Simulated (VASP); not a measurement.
# GaTe2O (P-3m1) in VASP: single point with PBE

Aim: the single point of GaTe2O with PBE.

All numbers are computed with VASP 6.6.1; they aren't measurements. Logs are shortened: lines on timing, memory, paths and dates and some standing lists are left out, and cuts for length are marked.

## 1. The cell of the first run

It takes space group P-3m1 (No. 164, trigonal). Conventional cell: a = 4.247 Å, b = 4.247 Å, c = 5.813 Å, α = 90.00°, β = 90.00°, γ = 120.00°. Within 3.8 Å of Ga (site symmetry -3m) lie 6 Te at 2.89 Å and 2 O at 2.91 Å. Te (site symmetry 3m) has 3 O at 2.81 Å and 3 Ga at 2.89 Å and 3 Te at 3.68 Å within 3.7 Å. Within 3.7 Å of O (site symmetry -3m) lie 6 Te at 2.81 Å and 2 Ga at 2.91 Å.

The cell was built from a structure type or drawn by symmetry, and may not be a known phase.

## 2. Single point, PBE

INCAR reads:

```
PREC = Accurate ; ENCUT = 520
EDIFF = 1E-7 ; ISMEAR = 0
SIGMA = 0.1 ; LREAL = F
LASPH = T ; NELM = 100
ALGO = Normal ; ISIF = 2
LWAVE = F ; LCHARG = F
GGA = PE ; NBANDS = 24
```

KPOINTS reads:

```
regular mesh
0
Gamma
  6 6 4
```

POSCAR reads:

```
GaTe2O
1.0
    4.2469063100      0.0000000000      0.0000000000
   -2.1234531500      3.6779287500      0.0000000000
    0.0000000000      0.0000000000      5.8131228000
Ga Te O
1 2 1
Direct
    0.0000000000      0.0000000000      0.5000000000
    0.3333333300      0.6666666700      0.2354696200
    0.6666666700      0.3333333300      0.7645303800
    0.0000000000      0.0000000000      0.0000000000
```

Potentials or basis: VASP PAW PBE potentials, release 64 (Ga_d, Te, O).

Started as:

```
> cat potpaw_PBE.64/Ga_d/POTCAR potpaw_PBE.64/Te/POTCAR potpaw_PBE.64/O/POTCAR > POTCAR
> mpirun -np 1 vasp_std > vasp.out
```

OUTCAR:

```text
PREC = Accurate
   ENCUT = 520
   EDIFF = 1E-7
   ISMEAR = 0
   LREAL = F
   LASPH = T
   NELM = 100
   ISIF = 2
   GGA = PE

 ion  position               nearest neighbor table
   1  0.000  0.000  0.500-   2 2.89   3 2.89   2 2.89   3 2.89   3 2.89   2 2.89
   2  0.333  0.667  0.235-   4 2.81   4 2.81   4 2.81   1 2.89   1 2.89   1 2.89   3 3.68   3 3.68
                             3 3.68
   3  0.667  0.333  0.765-   4 2.81   4 2.81   4 2.81   1 2.89   1 2.89   1 2.89   2 3.68   2 3.68
                             2 3.68
   4  0.000  0.000  0.000-   2 2.81   3 2.81   2 2.81   3 2.81   3 2.81   2 2.81

  LATTYP: Found a hexagonal cell.
 ALAT       =     4.2469063100
 C/A-ratio  =     1.3687899793

  Lattice vectors:

 A1 = (   4.2469063100,   0.0000000000,   0.0000000000)
 A2 = (  -2.1234531500,   3.6779287500,   0.0000000000)
 A3 = (   0.0000000000,   0.0000000000,   5.8131228000)

Analysis of symmetry for initial positions (statically):
=====================================================================
 Subroutine PRICEL returns:
 Original cell was already a primitive cell.

 Routine SETGRP: Setting up the symmetry group for a
 hexagonal supercell.

 Subroutine GETGRP returns: Found 12 space group operations
 (whereof 12 operations were pure point group operations)
 out of a pool of 24 trial point group operations.

The static configuration has the point symmetry D_3d.

Analysis of symmetry for dynamics (positions and initial velocities):
=====================================================================
 Subroutine PRICEL returns:
 Original cell was already a primitive cell.

 Routine SETGRP: Setting up the symmetry group for a
 hexagonal supercell.

 Subroutine GETGRP returns: Found 12 space group operations
 (whereof 12 operations were pure point group operations)
 out of a pool of 24 trial point group operations.

The dynamic configuration has the point symmetry D_3d.

 Subroutine INISYM returns: Found 12 space group operations
 (whereof 12 operations are pure point group operations),
 and found     1 'primitive' translations

----------------------------------------------------------------------------------------

                                     Primitive cell

  volume of cell :      90.7999

  direct lattice vectors                    reciprocal lattice vectors
     4.246906310  0.000000000  0.000000000     0.235465519  0.135946081  0.000000000
    -2.123453150  3.677928750  0.000000000     0.000000000  0.271892162  0.000000000
     0.000000000  0.000000000  5.813122800     0.000000000  0.000000000  0.172024579

  length of vectors
     4.246906310  4.246906306  5.813122800     0.271892162  0.271892162  0.172024579

  position of ions in fractional coordinates (direct lattice)
     0.000000000  0.000000000  0.500000000
     0.333333330  0.666666670  0.235469620
     0.666666670  0.333333330  0.764530380
     0.000000000  0.000000000  0.000000000

  ion indices of the primitive-cell ions
   primitive index   ion index
                 1           1
                 2           2
                 3           3
                 4           4

----------------------------------------------------------------------------------------

 KPOINTS: regular mesh

Automatic generation of k-mesh.
 Grid dimensions read from file:
 generate k-points for:    6    6    4

 Generating k-lattice:

  Cartesian coordinates                     Fractional coordinates (reciprocal lattice)
     0.039244253  0.022657680  0.000000000     0.166666667  0.000000000  0.000000000
     0.000000000  0.045315360  0.000000000     0.000000000  0.166666667  0.000000000
     0.000000000  0.000000000  0.043006145     0.000000000  0.000000000  0.250000000

  Length of vectors
     0.045315360  0.045315360  0.043006145

  Shift w.r.t. Gamma in fractional coordinates (k-lattice)
     0.000000000  0.000000000  0.000000000

 Subroutine IBZKPT returns following result:
 ===========================================

 Found     24 irreducible k-points:

 Following reciprocal coordinates:
            Coordinates               Weight
  0.000000  0.000000  0.000000      1.000000
  0.166667  0.000000  0.000000      6.000000
  0.333333  0.000000  0.000000      6.000000
  0.500000  0.000000  0.000000      3.000000
  0.166667  0.166667  0.000000      6.000000
  0.333333  0.166667  0.000000     12.000000
[... 16 lines left out ...]
  0.333333  0.166667  0.500000     12.000000
  0.333333  0.333333  0.500000      2.000000
   k-points           NKPTS =     24   k-points in BZ     NKDIM =     24   number of bands    NBANDS=     24
   number of dos      NEDOS =    301   number of ions     NIONS =      4
   total plane-waves  NPLWV =  49152
   dimension x,y,z NGX =    32 NGY =   32 NGZ =   48
   dimension x,y,z NGXF=    64 NGYF=   64 NGZF=   96
   ions per type =               1   2   1
   NGX,Y,Z   is equivalent  to a cutoff of  12.53, 12.53, 13.73 a.u.
   NGXF,Y,Z  is equivalent  to a cutoff of  25.05, 25.05, 27.45 a.u.
 SYSTEM =  unknown system
   PREC   = accura    normal or accurate (medium, high low for compatibility)
   ISTART =      0    job   : 0-new  1-cont  2-samecut
   ICHARG =      2    charge: 1-file 2-atom 10-const
   ISPIN  =      1    spin polarized calculation?
   LNONCOLLINEAR =      F non collinear calculations
   LSORBIT =      F    spin-orbit coupling
   LASPH  =      T    aspherical Exc in radial PAW
   ENCUT  =  520.0 eV  38.22 Ry    6.18 a.u.   7.90  7.90 10.81*2*pi/ulx,y,z
   NELM   =    100;   NELMIN=  2; NELMDL= -5     # of ELM steps
   EDIFF  = 0.1E-06   stopping-criterion for ELM
   LREAL  =      F    real-space projection
   EDIFFG = 0.1E-05   stopping-criterion for IOM
   NSW    =      0    number of steps for IOM
   IBRION =     -1    ionic relax: 0-MD 1-quasi-New 2-CG
   NFREE  =      0    steps in history (QN), initial steepest desc. (CG)
   ISIF   =      2    stress and relaxation
   ISYM   =      2    0-nonsym 1-usesym 2-fastsym
   POTIM  = 0.5000    time-step for ionic-motion
   TEBEG  =    0.0;   TEEND  =   0.0 temperature during run
   PSTRESS=    0.0 pullay stress
   NELECT =      31.0000    total number of electrons
   NUPDOWN=      -1.0000    fix difference up-down
   EMIN   =  10.00;   EMAX   =-10.00  energy-range for DOS
   EFERMI =   0.00;   METHOD = LEGACY
   ISMEAR =     0;   SIGMA  =   0.10  broadening in eV -4-tet -1-fermi 0-gaus
   EFERMI_NEDOS =   21; number of points for ismear=-14 and -15
   IALGO  =     38    algorithm
   IMIX   =      4    mixing-type and parameters
     AMIX     =   0.40;   BMIX     =  1.00
     AMIX_MAG =   1.60;   BMIX_MAG =  1.00
  volume/ion in A,a.u.               =      22.70       153.19
  Fermi-wavevector in a.u.,A,eV,Ry     =   1.144195  2.162216 17.812521  1.309183
  Thomas-Fermi vector in A             =   2.280888
   LORBIT       =      0    0 simple, 1 ext, 2 COOP (PROOUT), +10 PAW based schemes
   GGA     = PE    functional components
   LHFCALC =     F    Hartree Fock is set to
   AEXX    =    0.0000 exact exchange contribution
   IVDW    =     0    specifies the selected vdW correction
   LEPSILON=     F    determine dielectric tensor
   LRPA    =     F    only Hartree local field effects (RPA)
 non-spin polarized calculation
 Gauss-broadening in eV      SIGMA  =   0.10
  energy-cutoff  :      520.00
  volume of cell :       90.80
 maximum number of plane-waves:      2484
   NGX = 15   NGY = 15   NGZ = 21

 number of electron      30.9999991 magnetization

 Free energy of the ion-electron system (eV)
  ---------------------------------------------------
  ext. energy  EPLUGINS =         0.00000000
  ---------------------------------------------------
  free energy    TOTEN  =       -13.00256188 eV

  energy without entropy =      -12.98434147  energy(sigma->0) =      -12.99345167

 E-fermi :   5.7845     XC(G=0):  -9.9447

 val. band max:        5.7790821876   @ k =   0.1667   0.1667   0.5000
 cond. band min:       5.7981011130   @ k =   0.0000   0.0000   0.2500
 fundamental gap:      0.0190189254
 Fermi energy:         5.7845290171

 k-point     1 :       0.0000    0.0000    0.0000
  band No.  band energies     occupation
      1     -11.3980      2.00000
      2      -9.1082      2.00000
      3      -9.1082      2.00000
      4      -9.0823      2.00000
      5      -9.0637      2.00000
      6      -9.0637      2.00000
[... 16 lines left out ...]
     23      13.0641      0.00000
     24      13.2197      0.00000

 k-point     2 :       0.1667    0.0000    0.0000
  band No.  band energies     occupation
      1     -11.3468      2.00000
      2      -9.1213      2.00000
      3      -9.1076      2.00000
      4      -9.0775      2.00000
      5      -9.0644      2.00000
      6      -9.0609      2.00000
[... 16 lines left out ...]
     23      13.5689      0.00000
     24      13.6382      0.00000

 k-point     3 :       0.3333    0.0000    0.0000
  band No.  band energies     occupation
      1     -11.2417      2.00000
      2      -9.1474      2.00000
      3      -9.1070      2.00000
      4      -9.0722      2.00000
      5      -9.0616      2.00000
      6      -9.0545      2.00000
[... 16 lines left out ...]
     23      13.9573      0.00000
     24      14.7534      0.00000
[... 514 lines left out ...]
 k-point    23 :       0.3333    0.1667    0.5000
  band No.  band energies     occupation
      1     -11.1727      2.00000
      2      -9.1539      2.00000
      3      -9.1168      2.00000
      4      -9.0786      2.00000
      5      -9.0647      2.00000
      6      -9.0544      2.00000
[... 16 lines left out ...]
     23      13.8207      0.00000
     24      14.4222      0.00000

 k-point    24 :       0.3333    0.3333    0.5000
  band No.  band energies     occupation
      1     -11.1478      2.00000
      2      -9.1384      2.00000
      3      -9.1384      2.00000
      4      -9.0765      2.00000
      5      -9.0601      2.00000
      6      -9.0601      2.00000
[... 16 lines left out ...]
     23      13.2778      0.00000
     24      14.8155      0.00000

------------------------ aborting loop because EDIFF is reached ----------------------------------------

  FORCE on cell =-STRESS in cart. coord.  units (eV):
  Direction    XX          YY          ZZ          XY          YZ          ZX
  --------------------------------------------------------------------------------------
  -------------------------------------------------------------------------------------
  Total       -2.6296309     -2.6296309     -0.4207737     -0.0000000      0.0000000      0.0000000
  in kB      -46.4002037    -46.4002036     -7.4246099     -0.0000001      0.0000000      0.0000000
  external PRESSURE =     -33.4083391 kB  Pullay stress =       0.0000000 kB

 VOLUME and BASIS-vectors are now :
 -----------------------------------------------------------------------------
  energy-cutoff  :      520.00
  volume of cell :       90.80
      direct lattice vectors                 reciprocal lattice vectors
     4.246906310  0.000000000  0.000000000     0.235465519  0.135946081  0.000000000
    -2.123453150  3.677928750  0.000000000     0.000000000  0.271892162  0.000000000
     0.000000000  0.000000000  5.813122800     0.000000000  0.000000000  0.172024579

 POSITION                                       TOTAL-FORCE (eV/Angst)
 -----------------------------------------------------------------------------------
      0.00000      0.00000      2.90656        -0.000000      0.000000      0.000000
     -0.00000      2.45195      1.36881         0.000000     -0.000000     -0.299003
      2.12345      1.22598      4.44431        -0.000000      0.000000      0.299003
      0.00000      0.00000      0.00000        -0.000000      0.000000      0.000000
 -----------------------------------------------------------------------------------
    total drift:                               -0.000000     -0.000000      0.000000

  FREE ENERGIE OF THE ION-ELECTRON SYSTEM (eV)
  ---------------------------------------------------
  free  energy   TOTEN  =       -13.0025618780 eV

  energy  without entropy=      -12.9843414654  energy(sigma->0) =      -12.99345167
```

It took 25 s on 1 thread of Intel Xeon 6975P-C (Granite Rapids), shared host; peak memory 0.24 GiB.

Results:

```yaml
Free_energy: -13.0026 eV
Pressure: -3.3 GPa
Largest_force: 0.299 eV/Å
Band_gap_on_the_k_mesh: zero (an odd number of electrons rules out a gap without spin polarisation)
```

Forces on the atoms (eV/Å):
```
Ga   0.000  0.000  0.000
Te   0.000  0.000 -0.299
Te   0.000  0.000  0.299
O    0.000  0.000  0.000
```

Stress tensor (GPa, compression positive):
```
-4.64  0.00  0.00
 0.00 -4.64  0.00
 0.00  0.00 -0.74
```

Levels at points of the mesh, in eV from the Fermi level:
```csv
k point,band 12,band 13,band 14,band 15,band 16,band 17,band 18,band 19
"(0.00, 0.00, 0.00)",-2.28,-1.26,-1.26,0.03,0.03,0.65,0.66,3.64
"(0.50, 0.00, 0.00)",-4.17,-1.50,-1.16,-0.95,-0.35,0.25,0.57,4.46
"(0.00, 0.00, 0.50)",-2.37,-1.82,-1.29,-1.29,0.01,0.01,2.18,2.91
"(0.50, 0.00, 0.50)",-3.13,-2.46,-1.87,-1.17,0.42,0.66,1.28,4.08
```

Caveat: the cell stands under tension; spin-orbit coupling is left out, which moves the levels of the heavy elements; an odd number of electrons without spin polarisation forces a metal; a magnetic or distorted state may lie lower.
